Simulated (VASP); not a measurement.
Zn4O:

```
Zn O
1.0
     4.19637    0.00000    0.00000
     0.00000    4.19637    0.00000
     0.00000    0.00000    4.19637
Zn O
4 1
Cartesian
  1.0491 1.0491 1.0491
  3.1473 3.1473 1.0491
  1.0491 3.1473 3.1473
  3.1473 1.0491 3.1473
  0.0000 0.0000 0.0000
```

* Program: VASP 6.6.1
* Task: relaxation of cell and atoms
* Functional: PBE
* Potentials or basis: VASP PAW PBE potentials, release 64 (Zn, O)
* Cutoff: 600 eV
* k mesh: 4 × 4 × 4
* Occupations: gaussian, width 0.2 eV
* Spin: no spin polarisation

At the start: pressure 11.1 GPa; volume 14.78 Å³/atom.

Problem. How do energy, volume and symmetry change on relaxing?

Solution. Over 5 steps the energy falls by 263.0 meV/atom and the volume is 14.73 Å³/atom (-0.3 %); space group P-43m (No. 215, to 0.05 Å).

Step by step:
```csv
step,energy change (eV),largest force (eV/Å),pressure (GPa),volume (Å³)
1,0.0000,3.6711,11.06,73.90
2,-0.9669,0.1536,-8.11,85.35
3,-1.0768,0.5100,-5.08,82.01
4,-1.2599,0.2922,-2.84,77.20
5,-1.3148,0.0383,-0.23,73.66
```

Final structure:
```
Zn O
1.0
     4.19181    0.00000    0.00000
     0.00000    4.19181    0.00000
     0.00000    0.00000    4.19181
Zn O
4 1
Direct
  0.27648 0.27648 0.27648
  0.72352 0.72352 0.27648
  0.27648 0.72352 0.72352
  0.72352 0.27648 0.72352
  0.00000 0.00000 0.00000
```

Caveat: the k points lie up to 0.37 Å⁻¹ apart in the final cell.
